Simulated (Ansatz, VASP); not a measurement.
Two plane-wave programs on AlNi

Contents of INCAR:

```
SYSTEM = AlNi
PREC = Accurate
ENCUT = 520
EDIFF = 1E-6
ISMEAR = 0
SIGMA = 0.15
LREAL = .FALSE.
LASPH = .TRUE.
NELM = 60
ALGO = Fast
ISIF = 2
LWAVE = .FALSE.
LCHARG = .FALSE.
GGA = PS
NBANDS = 14
```

Contents of KPOINTS:

```
Automatic mesh
0
G
  16 16 16
  0 0 0
```

POSCAR

```
AlNi
1.0
    1.8730457086     -1.8729959351      0.0000000000
    1.8730457086      1.8729959351      0.0000000000
    0.0000000000      0.0000000000      2.8688666979
Al Ni
1 1
Direct
    0.0000000000      0.0000000000      0.0000000000
    0.5000000000      0.5000000000      0.5000000000
```

Input for Ansatz:

```yaml
crystal:
  lattice:
    - [1.8730457086, -1.8729959351, 0.0]
    - [1.8730457086, 1.8729959351, 0.0]
    - [0.0, 0.0, 2.8688666979]
  atoms:
    - { symbol: Al, position: [0.0, 0.0, 0.0] }
    - { symbol: Ni, position: [0.5, 0.5, 0.5] }
basis:
  ecutwfc: 520.0
kpoints:
  mp_grid: { grid: [16, 16, 16] }
hamiltonian:
  xc: pbesol
  pseudopotentials: { kind: paw, azcp: { folder: soft_1 } }
scf:
  occupations: { method: gaussian, width: 0.15 }
output:
  forces: true
  stress: true
  eigenvalues: true
```

Change from the starting cell: normal strain along x -0.0733, normal strain along y -0.0733.

Alike in both runs: task single point; functional PBEsol; k mesh 16 × 16 × 16; occupations gaussian, width 0.15 eV; no spin polarisation.

|  | VASP | Ansatz |
| --- | --- | --- |
| version | VASP 6.6.1 | Ansatz 0.2.0 |
| potentials or method | VASP PAW PBE potentials, release 64 (Al, Ni), cutoff 520 eV | scalar-relativistic, plane waves, PAW |
| valence electrons in the cell | 13 | 21 |

Ansatz gave:

* gap on the k mesh at the Fermi level (eV): none
* pressure (GPa): 37.0
* traceless stress, the component that is largest in VASP (GPa): -4.96

Question: What did VASP give for the same quantities?

Answer: gap on the k mesh at the Fermi level (eV): none; pressure (GPa): 37.4; traceless stress, the component that is largest in VASP (GPa): -5.09.

VASP's potentials were made for PBE, not for PBEsol, and Ansatz warns of the same on its side. A gap of «none» marks a metal or a gap that the smearing closes. Both programs put the cell under a high pressure, so it lies far from rest at this level. The functional is the same, so the differences come from potentials, cutoffs and numerics. VASP's potentials hold 13 valence electrons a cell and Ansatz's 21, so a difference there can come from the potentials and not from the codes. Ansatz's warnings: near symmetry operations not taken.
